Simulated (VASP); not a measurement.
# In (P6_3/mmc) in VASP: further runs

Runs on In. Level: PBE. Tasks: single point, relaxation of cell and atoms.

Program: VASP 6.6.1. These are calculated values, not measurements. Logs are shortened: lines on timing, memory, paths and dates and some standing lists are left out, and cuts for length are marked.

## Step 1: The cell of the first run

Symmetry: P6_3/mmc, No. 194, hexagonal system. Conventional cell: a = 3.364 Å, b = 3.364 Å, c = 5.657 Å, α = 90.00°, β = 90.00°, γ = 120.00°. Within 4.4 Å of In (site symmetry -6m2) lie 12 In at 3.36 to 3.43 Å.

## Step 2: Single point, PBE

The input, INCAR:

```
SYSTEM = In
PREC = Accurate
ENCUT = 520
EDIFF = 1E-7
ISMEAR = 0
SIGMA = 0.05
LREAL = .FALSE.
LASPH = .TRUE.
NELM = 100
ALGO = Normal
ISIF = 2
LWAVE = .FALSE.
LCHARG = .FALSE.
GGA = PE
NBANDS = 20
```

The input, KPOINTS:

```
Automatic mesh
0
G
  14 14 8
  0 0 0
```

The input, POSCAR:

```
In
1.0
    3.3635404629      0.0000000000      0.0000000000
   -1.6817702315      2.9129114875      0.0000000000
    0.0000000000      0.0000000000      5.6568934023
In
2
Direct
    0.3333333333      0.6666666667      0.7500000000
    0.6666666667      0.3333333333      0.2500000000
```

Potentials or basis: VASP PAW PBE potentials, release 64 (In_d).

The run is started by

```sh
cat potpaw_PBE.64/In_d/POTCAR > POTCAR
mpirun -np 1 vasp_std > vasp.out
```

OUTCAR:

```text
SYSTEM = In
   PREC = Accurate
   ENCUT = 520
   EDIFF = 1E-7
   ISMEAR = 0
   LREAL = .FALSE.
   LASPH = .TRUE.
   NELM = 100
   ISIF = 2
   GGA = PE

 ion  position               nearest neighbor table
   1  0.333  0.667  0.750-   2 3.43   2 3.43   2 3.43   2 3.43   2 3.43   2 3.43
   2  0.667  0.333  0.250-   1 3.43   1 3.43   1 3.43   1 3.43   1 3.43   1 3.43

  LATTYP: Found a hexagonal cell.
 ALAT       =     3.3635404629
 C/A-ratio  =     1.6818270702

  Lattice vectors:

 A1 = (   3.3635404629,   0.0000000000,   0.0000000000)
 A2 = (  -1.6817702315,   2.9129114875,   0.0000000000)
 A3 = (   0.0000000000,   0.0000000000,   5.6568934023)

Analysis of symmetry for initial positions (statically):
=====================================================================
 Subroutine PRICEL returns:
 Original cell was already a primitive cell.

 Routine SETGRP: Setting up the symmetry group for a
 hexagonal supercell.

 Subroutine GETGRP returns: Found 24 space group operations
 (whereof 12 operations were pure point group operations)
 out of a pool of 24 trial point group operations.

The static configuration has the point symmetry D_3d.
 The point group associated with its full space group is D_6h.

Analysis of symmetry for dynamics (positions and initial velocities):
=====================================================================
 Subroutine PRICEL returns:
 Original cell was already a primitive cell.

 Routine SETGRP: Setting up the symmetry group for a
 hexagonal supercell.

 Subroutine GETGRP returns: Found 24 space group operations
 (whereof 12 operations were pure point group operations)
 out of a pool of 24 trial point group operations.

The dynamic configuration has the point symmetry D_3d.
 The point group associated with its full space group is D_6h.

 Subroutine INISYM returns: Found 24 space group operations
 (whereof 12 operations are pure point group operations),
 and found     1 'primitive' translations

----------------------------------------------------------------------------------------

                                     Primitive cell

  volume of cell :      55.4245

  direct lattice vectors                    reciprocal lattice vectors
     3.363540463  0.000000000  0.000000000     0.297305774  0.171649569  0.000000000
    -1.681770232  2.912911488  0.000000000     0.000000000  0.343299137  0.000000000
     0.000000000  0.000000000  5.656893402     0.000000000  0.000000000  0.176775472

  length of vectors
     3.363540463  3.363540463  5.656893402     0.343299137  0.343299137  0.176775472

  position of ions in fractional coordinates (direct lattice)
     0.333333333  0.666666667  0.750000000
     0.666666667  0.333333333  0.250000000

  ion indices of the primitive-cell ions
   primitive index   ion index
                 1           1
                 2           2

----------------------------------------------------------------------------------------

 KPOINTS: Automatic mesh

Automatic generation of k-mesh.
 Grid dimensions read from file:
 generate k-points for:   14   14    8

 Generating k-lattice:

  Cartesian coordinates                     Fractional coordinates (reciprocal lattice)
     0.021236127  0.012260683  0.000000000     0.071428571  0.000000000  0.000000000
     0.000000000  0.024521367  0.000000000     0.000000000  0.071428571  0.000000000
     0.000000000  0.000000000  0.022096934     0.000000000  0.000000000  0.125000000

  Length of vectors
     0.024521367  0.024521367  0.022096934

  Shift w.r.t. Gamma in fractional coordinates (k-lattice)
     0.000000000  0.000000000  0.000000000

 Subroutine IBZKPT returns following result:
 ===========================================

 Found    120 irreducible k-points:

 Following reciprocal coordinates:
            Coordinates               Weight
  0.000000  0.000000  0.000000      1.000000
  0.071429 -0.000000  0.000000      6.000000
  0.142857 -0.000000  0.000000      6.000000
  0.214286  0.000000  0.000000      6.000000
  0.285714 -0.000000  0.000000      6.000000
  0.357143  0.000000  0.000000      6.000000
[... 16 lines left out ...]
  0.285714  0.285714  0.000000      6.000000
  0.357143  0.285714  0.000000      6.000000
 [... further k-points ...]
   k-points           NKPTS =    120   k-points in BZ     NKDIM =    120   number of bands    NBANDS=     20
   number of dos      NEDOS =    301   number of ions     NIONS =      2
   total plane-waves  NPLWV =  32928
   dimension x,y,z NGX =    28 NGY =   28 NGZ =   42
   dimension x,y,z NGXF=    56 NGYF=   56 NGZF=   84
   ions per type =               2
   NGX,Y,Z   is equivalent  to a cutoff of  13.84, 13.84, 12.34 a.u.
   NGXF,Y,Z  is equivalent  to a cutoff of  27.68, 27.68, 24.69 a.u.
 SYSTEM =  In
   PREC   = accura    normal or accurate (medium, high low for compatibility)
   ISTART =      0    job   : 0-new  1-cont  2-samecut
   ICHARG =      2    charge: 1-file 2-atom 10-const
   ISPIN  =      1    spin polarized calculation?
   LNONCOLLINEAR =      F non collinear calculations
   LSORBIT =      F    spin-orbit coupling
   LASPH  =      T    aspherical Exc in radial PAW
   ENCUT  =  520.0 eV  38.22 Ry    6.18 a.u.   6.25  6.25 10.52*2*pi/ulx,y,z
   NELM   =    100;   NELMIN=  2; NELMDL= -5     # of ELM steps
   EDIFF  = 0.1E-06   stopping-criterion for ELM
   LREAL  =      F    real-space projection
   EDIFFG = 0.1E-05   stopping-criterion for IOM
   NSW    =      0    number of steps for IOM
   IBRION =     -1    ionic relax: 0-MD 1-quasi-New 2-CG
   NFREE  =      0    steps in history (QN), initial steepest desc. (CG)
   ISIF   =      2    stress and relaxation
   ISYM   =      2    0-nonsym 1-usesym 2-fastsym
   POTIM  = 0.5000    time-step for ionic-motion
   TEBEG  =    0.0;   TEEND  =   0.0 temperature during run
   PSTRESS=    0.0 pullay stress
   NELECT =      26.0000    total number of electrons
   NUPDOWN=      -1.0000    fix difference up-down
   EMIN   =  10.00;   EMAX   =-10.00  energy-range for DOS
   EFERMI =   0.00;   METHOD = LEGACY
   ISMEAR =     0;   SIGMA  =   0.05  broadening in eV -4-tet -1-fermi 0-gaus
   EFERMI_NEDOS =   21; number of points for ismear=-14 and -15
   IALGO  =     38    algorithm
   IMIX   =      4    mixing-type and parameters
     AMIX     =   0.40;   BMIX     =  1.00
     AMIX_MAG =   1.60;   BMIX_MAG =  1.00
  volume/ion in A,a.u.               =      27.71       187.01
  Fermi-wavevector in a.u.,A,eV,Ry     =   1.272034  2.403795 22.015177  1.618070
  Thomas-Fermi vector in A             =   2.404934
   LORBIT       =      0    0 simple, 1 ext, 2 COOP (PROOUT), +10 PAW based schemes
   GGA     = PE    functional components
   LHFCALC =     F    Hartree Fock is set to
   AEXX    =    0.0000 exact exchange contribution
   IVDW    =     0    specifies the selected vdW correction
   LEPSILON=     F    determine dielectric tensor
   LRPA    =     F    only Hartree local field effects (RPA)
 non-spin polarized calculation
 Gauss-broadening in eV      SIGMA  =   0.05
  energy-cutoff  :      520.00
  volume of cell :       55.42
 maximum number of plane-waves:      1510
 NGX is ok and might be reduce to    28
   NGX = 13   NGY = 13   NGZ = 21

 number of electron      26.0000002 magnetization

 Free energy of the ion-electron system (eV)
  ---------------------------------------------------
  ext. energy  EPLUGINS =         0.00000000
  ---------------------------------------------------
  free energy    TOTEN  =        -5.11218646 eV

  energy without entropy =       -5.11095557  energy(sigma->0) =       -5.11157101

 E-fermi :   6.9588     XC(G=0):  -9.9824

 val. band max:        6.9558856085   @ k =   0.4286   0.0000   0.2500
 cond. band min:       6.9744071326   @ k =   0.3571   0.2857   0.5000
 fundamental gap:      0.0185215241
 Fermi energy:         6.9587848591

 k-point     1 :       0.0000    0.0000    0.0000
  band No.  band energies     occupation
      1      -7.7416      2.00000
      2      -7.7098      2.00000
      3      -7.6707      2.00000
      4      -7.6707      2.00000
      5      -7.6491      2.00000
      6      -7.6491      2.00000
[... 12 lines left out ...]
     19      17.7886      0.00000
     20      18.1917      0.00000

 k-point     2 :       0.0714   -0.0000    0.0000
  band No.  band energies     occupation
      1      -7.7356      2.00000
      2      -7.7087      2.00000
      3      -7.6665      2.00000
      4      -7.6573      2.00000
      5      -7.6486      2.00000
      6      -7.6363      2.00000
[... 12 lines left out ...]
     19      18.0596      0.00000
     20      18.6411      0.00000

 k-point     3 :       0.1429   -0.0000    0.0000
  band No.  band energies     occupation
      1      -7.7417      2.00000
      2      -7.6935      2.00000
      3      -7.6633      2.00000
      4      -7.6290      2.00000
      5      -7.6197      2.00000
      6      -7.6033      2.00000
[... 12 lines left out ...]
     19      17.2523      0.00000
     20      18.2354      0.00000

 k-point     4 :       0.2143    0.0000    0.0000
  band No.  band energies     occupation
      1      -7.7695      2.00000
      2      -7.6786      2.00000
      3      -7.6547      2.00000
      4      -7.6373      2.00000
      5      -7.6105      2.00000
      6      -7.5806      2.00000
[... 12 lines left out ...]
     19      16.6469      0.00000
     20      17.8638      0.00000

 k-point     5 :       0.2857   -0.0000    0.0000
  band No.  band energies     occupation
      1      -7.8024      2.00000
      2      -7.6952      2.00000
      3      -7.6787      2.00000
      4      -7.6290      2.00000
      5      -7.6157      2.00000
      6      -7.5335      2.00000
[... 12 lines left out ...]
     19      15.9529      0.00000
     20      17.6820      0.00000

 k-point     6 :       0.3571    0.0000    0.0000
  band No.  band energies     occupation
      1      -7.8317      2.00000
      2      -7.7182      2.00000
      3      -7.7126      2.00000
      4      -7.6449      2.00000
      5      -7.5808      2.00000
      6      -7.5597      2.00000
[... 12 lines left out ...]
     19      15.3885      0.00000
     20      17.3171      0.00000

 k-point     7 :       0.4286    0.0000    0.0000
  band No.  band energies     occupation
      1      -7.8519      2.00000
      2      -7.7463      2.00000
      3      -7.7254      2.00000
      4      -7.6555      2.00000
      5      -7.5762      2.00000
      6      -7.5571      2.00000
[... 12 lines left out ...]
     19      15.0292      0.00000
     20      17.0561      0.00000
[... 277 lines left out ...]
 k-point    20 :       0.2143    0.2143    0.0000
  band No.  band energies     occupation
      1      -7.7208      2.00000
      2      -7.7163      2.00000
      3      -7.7075      2.00000
      4      -7.6538      2.00000
      5      -7.5853      2.00000
      6      -7.5531      2.00000
[... 12 lines left out ...]
     19      14.3794      0.00000
     20      19.4248      0.00000

 k-point    21 :       0.2857    0.2143    0.0000
  band No.  band energies     occupation
      1      -7.7494      2.00000
      2      -7.7273      2.00000
      3      -7.6675      2.00000
      4      -7.6523      2.00000
      5      -7.5746      2.00000
      6      -7.5725      2.00000
[... 12 lines left out ...]
     19      13.6967      0.00000
     20      19.4494      0.00000

 k-point    22 :       0.3571    0.2143    0.0000
  band No.  band energies     occupation
      1      -7.7654      2.00000
      2      -7.7359      2.00000
      3      -7.6461      2.00000
      4      -7.6382      2.00000
      5      -7.5917      2.00000
      6      -7.5585      2.00000
[... 12 lines left out ...]
     19      13.4135      0.00000
     20      19.3217      0.00000

 k-point    23 :       0.2857    0.2857    0.0000
  band No.  band energies     occupation
      1      -7.7666      2.00000
      2      -7.6659      2.00000
      3      -7.6649      2.00000
      4      -7.6419      2.00000
      5      -7.5943      2.00000
      6      -7.5417      2.00000
[... 12 lines left out ...]
     19      12.8200      0.00000
     20      21.4544      0.00000

 k-point    24 :       0.3571    0.2857    0.0000
  band No.  band energies     occupation
      1      -7.7728      2.00000
      2      -7.6659      2.00000
      3      -7.6311      2.00000
      4      -7.6205      2.00000
      5      -7.6084      2.00000
      6      -7.5599      2.00000
[... 12 lines left out ...]
     19      12.5386      0.00000
     20      21.5244      0.00000

 [... further k-points ...]
[... 5 lines left out ...]
  --------------------------------------------------------------------------------------
  -------------------------------------------------------------------------------------
  Total       -0.0033808     -0.0033808     -0.0139635      0.0000000      0.0000000      0.0000000
  in kB       -0.0977312     -0.0977312     -0.4036477      0.0000000      0.0000000      0.0000000
  external PRESSURE =      -0.1997034 kB  Pullay stress =       0.0000000 kB

 VOLUME and BASIS-vectors are now :
 -----------------------------------------------------------------------------
  energy-cutoff  :      520.00
  volume of cell :       55.42
      direct lattice vectors                 reciprocal lattice vectors
     3.363540463  0.000000000  0.000000000     0.297305774  0.171649569  0.000000000
    -1.681770232  2.912911488  0.000000000     0.000000000  0.343299137  0.000000000
     0.000000000  0.000000000  5.656893402     0.000000000  0.000000000  0.176775472

 POSITION                                       TOTAL-FORCE (eV/Angst)
 -----------------------------------------------------------------------------------
     -0.00000      1.94194      4.24267        -0.000000      0.000000      0.000000
      1.68177      0.97097      1.41422         0.000000     -0.000000      0.000000
 -----------------------------------------------------------------------------------
    total drift:                               -0.000000      0.000000      0.000000

  FREE ENERGIE OF THE ION-ELECTRON SYSTEM (eV)
  ---------------------------------------------------
  free  energy   TOTEN  =        -5.1121864576 eV

  energy  without entropy=       -5.1109555680  energy(sigma->0) =       -5.11157101
```

It took 68 s on 1 thread of Intel Xeon 6975P-C (Granite Rapids), shared host; peak memory 0.24 GiB.

What came out:

```yaml
Free_energy: -5.1122 eV
Pressure: 0.0 GPa
Band_gap_on_the_k_mesh: zero (band 13 reaches 10.16 eV, above the bottom of band 14 at 4.41 eV)
```

Caveat: spin-orbit coupling is left out, which moves the levels of the heavy elements.

## Step 3: Relaxation of cell and atoms, PBE

This run uses another cell than the first one, of 26.16 Å³/atom, 0.944 times its volume.

The input, INCAR:

```
PREC = Accurate
ENCUT = 600
EDIFF = 1E-6
ISMEAR = 0
SIGMA = 0.05
LREAL = False
LASPH = True
NELM = 100
ALGO = Normal
ISIF = 3
LWAVE = False
LCHARG = False
GGA = PE
IBRION = 2
NSW = 80
EDIFFG = -0.01
```

The input, KPOINTS:

```
Automatic mesh
0
Gamma
  14 14 8
```

The input, POSCAR:

```
In
1.0
    3.3318057898      0.0000000000      0.0000000000
   -1.6659028949      2.8854284544      0.0000000000
    0.0000000000      0.0000000000      5.4419494566
In
2
Direct
    0.3333333333      0.6666666667      0.7500000000
    0.6666666667      0.3333333333      0.2500000000
```

Potentials or basis: VASP PAW PBE potentials, release 64 (In_d).

The run is started by

```sh
cat potpaw_PBE.64/In_d/POTCAR > POTCAR
mpirun -np 1 vasp_std > vasp.out
```

It took 5.6 min on 1 thread of Intel Xeon 6975P-C (Granite Rapids), shared host; peak memory 0.27 GiB.

It converged, with:

```
Free energy                            : -5.1116 eV
Relaxed volume                         : 27.72 Å³/atom
Relaxed cell                           : a = 3.366 Å, b = 3.366 Å, c = 5.651 Å, α = 90.00°, β = 90.00°, γ = 120.00°
Space group after relaxing (to 0.05 Å) : P6_3/mmc (No. 194)
Energy gained by relaxing              : 11.8 meV/atom
Ionic steps                            : 10
Pressure after relaxing                : 0.0 GPa
Band gap on the k mesh                 : zero (band 13 reaches 10.16 eV, above the bottom of band 14 at 4.40 eV)
```

The path:
| step | energy change (eV) | largest force (eV/Å) | pressure (GPa) | volume (Å³) |
| --- | --- | --- | --- | --- |
| 1 | 0.0000 | 0.0000 | 2.31 | 52.32 |
| 2 | -0.0219 | 0.0000 | 0.13 | 55.23 |
| 3 | -0.0220 | 0.0000 | -0.05 | 55.52 |
| 4 | -0.0220 | 0.0000 | 0.05 | 55.45 |
| 5 | -0.0224 | 0.0000 | 0.05 | 55.44 |
| 6 | -0.0232 | 0.0000 | 0.03 | 55.39 |
| 7 | -0.0231 | 0.0000 | 0.07 | 55.28 |
| 8 | -0.0236 | 0.0000 | 0.09 | 55.34 |
| 9 | -0.0236 | 0.0000 | 0.04 | 55.34 |
| 10 | -0.0236 | 0.0000 | 0.00 | 55.45 |

Final structure:
```
In
1.0
     3.36603    0.00000    0.00000
    -1.68302    2.91507    0.00000
     0.00000    0.00000    5.65098
In
2
Direct
  0.33333 0.66667 0.75000
  0.66667 0.33333 0.25000
```

Levels at points of the mesh, in eV from the Fermi level:
| k point | band 10 | band 11 | band 12 | band 13 | band 14 | band 15 | band 16 | band 17 |
| --- | --- | --- | --- | --- | --- | --- | --- | --- |
| (0.00, 0.00, 0.00) | -14.38 | -9.22 | -4.64 | -3.28 | 8.22 | 8.22 | 9.48 | 9.93 |
| (0.50, 0.00, 0.00) | -14.34 | -4.73 | -3.99 | -0.19 | 0.15 | 0.87 | 2.78 | 4.08 |
| (0.00, 0.00, 0.50) | -14.44 | -7.95 | -7.95 | 2.51 | 2.51 | 9.15 | 9.15 | 9.15 |
| (0.50, 0.00, 0.50) | -14.34 | -3.57 | -3.57 | -2.55 | -2.55 | 5.48 | 5.48 | 5.65 |

Caveat: spin-orbit coupling is left out, which moves the levels of the heavy elements.
